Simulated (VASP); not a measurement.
Wanted: the native input for a VASP 6.6.1 run.

| Quantity | Value |
| --- | --- |
| Task | single point |
| Functional | PBE |
| Potentials or basis | VASP PAW PBE potentials, release 64 (Ti_sv, O) |
| Cutoff | 520 eV |
| k mesh | 6 × 6 × 6 |
| Occupations | gaussian, width 0.05 eV |
| Spin | no spin polarisation |
| Hubbard terms | Ti d U = 4.0 eV |
| Dipole correction | no |
| Further INCAR settings | ALGO = Normal; EDIFF = 1e-07; NBANDS = 33 |

The structure of TiO2 lies in POSCAR:

```
TiO2
1.0
    2.6847502805     -2.6848248863     -0.0200337111
    2.6847502805      2.6848248863     -0.0200337111
   -2.6483287093      0.0000000000      4.8834674903
Ti O
2 4
Direct
    0.1250069486      0.8749930514      0.2500000000
    0.8749930514      0.1250069486      0.7500000000
    0.3363578248      0.0863811001      0.6727253715
    0.6636421752      0.9136188999      0.3272746285
    0.9136188999      0.6636421752      0.8272746285
    0.0863811001      0.3363578248      0.1727253715
```

This cell differs from its parent crystal: atoms shifted along a free coordinate.

One way to write it, as run:

INCAR

```
SYSTEM = TiO2
ALGO = Normal ; EDIFF = 1E-7
ENCUT = 520 ; GGA = PE
ISIF = 2 ; ISMEAR = 0
LASPH = .TRUE. ; LCHARG = .FALSE.
LDAU = .TRUE. ; LDAUJ = 0 0
LDAUL = 2 -1 ; LDAUPRINT = 1
LDAUTYPE = 2 ; LDAUU = 4 0
LMAXMIX = 4 ; LREAL = .FALSE.
LWAVE = .FALSE. ; NBANDS = 33
NELM = 150 ; PREC = Accurate
SIGMA = 0.05
```

KPOINTS

```
k-points
0
G
  6 6 6
  0 0 0
```

Potentials or basis: VASP PAW PBE potentials, release 64 (Ti_sv, O).

Command:

```console
$ cat potpaw_PBE.64/Ti_sv/POTCAR potpaw_PBE.64/O/POTCAR > POTCAR
$ mpirun -np 1 vasp_std > vasp.out
```

It gave:

```json
{
  "Pressure": "5.2 GPa",
  "Largest force": "0.593 eV/Å",
  "Band gap on the k mesh": "2.51 eV (least direct gap 2.96 eV)"
}
```

Caveat: the cell differs from its parent crystal (atoms shifted along a free coordinate); the stress differs along the axes, from -2 to 9 GPa.

It took 5.6 min on 1 thread of Intel Xeon 8259CL, with other jobs on the host, peak memory 0.22 GiB.
